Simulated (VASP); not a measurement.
Wanted: the native input for a VASP 6.6.1 run.

| Item | Value |
| --- | --- |
| Task | single point |
| Functional | PBE |
| Potentials or basis | VASP PAW PBE potentials, release 64 (Ga_d, Sb) |
| Cutoff | 520 eV |
| k mesh | 16 × 16 × 16 |
| Occupations | gaussian, width 0.15 eV |
| Spin | no spin polarisation |
| Dipole correction | no |
| Further INCAR settings | ALGO = Normal; EDIFF = 1e-07; NBANDS = 16 |

The structure of GaSb lies in POSCAR:

```
GaSb
1.0
   -2.6735500000      2.6735500000      1.5020500000
    2.6735500000     -2.6735500000      1.5020500000
    2.6735500000      2.6735500000     -1.5020500000
Ga Sb
1 1
Direct
    0.2500000000      0.7500000000      0.5000000000
    0.0000000000      0.0000000000      0.0000000000
```

These files were run (other wordings do the same):

INCAR

```
PREC = Accurate ; ENCUT = 520
EDIFF = 1E-7 ; ISMEAR = 0
SIGMA = 0.15 ; LREAL = False
LASPH = True ; NELM = 100
ALGO = Normal ; ISIF = 2
LWAVE = False ; LCHARG = False
GGA = PE ; NBANDS = 16
```

KPOINTS

```
regular mesh
0
Gamma
  16 16 16
```

Potentials or basis: VASP PAW PBE potentials, release 64 (Ga_d, Sb).

Run with:

```bash
$ cat potpaw_PBE.64/Ga_d/POTCAR potpaw_PBE.64/Sb/POTCAR > POTCAR
$ mpirun -np 1 vasp_std > vasp.out
```

It gave:

```
Pressure               : 8.2 GPa
Band gap on the k mesh : zero (bands 9 and 10 overlap by 5.18 eV)
```

Caveat: the cell stands under pressure; spin-orbit coupling is left out, which moves the levels of the heavy elements.

It took 5.1 min on 1 thread of Intel Xeon 8259CL, with other jobs on the host, peak memory 0.37 GiB.
